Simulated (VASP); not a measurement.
Sb:

```
Sb
1.0
    -1.58698    1.58698    2.72990
     1.58698   -1.58698    2.72990
     1.58698    1.58698   -2.72990
Sb
1
Direct
  0.00000 0.00000 0.00000
```

This cell differs from its parent crystal: volume scaled by 1.02.

Base run:

| Property | Result |
| --- | --- |
| Program | VASP 6.6.1 |
| Functional | PBEsol |
| Potentials or basis | VASP PAW PBE potentials, release 64 (Sb) |
| Cutoff | 520 eV |
| k mesh | 12 × 12 × 12 |
| Occupations | fermi-dirac, width 0.05 eV |
| Spin | no spin polarisation |

Its results: pressure -2.4 GPa.

**Question.** The run is repeated on the same cell with these changes: functional from PBEsol to LDA; potentials or basis from VASP PAW PBE potentials, release 64 (Sb) to VASP PAW LDA potentials, release 64 (Sb). What comes out?

**Answer.** Pressure -3.5 GPa.

Caveats: the PAW data sets were made with another functional, which shifts forces and pressure a little (some runs).
